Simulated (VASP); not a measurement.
AgI, 4 atoms in the cell. The structure is hexagonal, space group P6_3mc (No. 186). The conventional cell has a = 4.651 Å, b = 4.651 Å, c = 7.599 Å, α = 90.00°, β = 90.00°, γ = 120.00°. Ag (site symmetry 3m) has 4 I at 2.85 Å within 3.8 Å. Within 3.8 Å of I (site symmetry 3m) lie 4 Ag at 2.85 Å. 

```yaml
Program: VASP 6.6.1
Task: single point
Functional: PBEsol
Potentials_or_basis: VASP PAW PBE potentials, release 64 (Ag, I)
Cutoff: 500 eV
k_mesh: 6 × 6 × 2
Occupations: methfessel-paxton, width 0.172 eV
Spin: no spin polarisation
Dipole_correction: no
Further_INCAR_settings: ALGO = Normal; EDIFF = 1e-06; NBANDS = 26
```

Potentials or basis: VASP PAW PBE potentials, release 64 (Ag, I).

The run is started by

```sh
$ cat potpaw_PBE.64/Ag/POTCAR potpaw_PBE.64/I/POTCAR > POTCAR
$ mpirun -np 1 vasp_std > vasp.out
```

Hardware: 1 thread of Intel(R) Xeon(R) Platinum 8375C CPU @ 2.90GHz (Ice Lake) (shared host).

Task: Estimate the wall time of this run.

Result: It took 63 s on 1 thread of Intel(R) Xeon(R) Platinum 8375C CPU @ 2.90GHz (Ice Lake) (shared host), peak memory 0.26 GiB. Counts: scf iterations 14, k points 14.
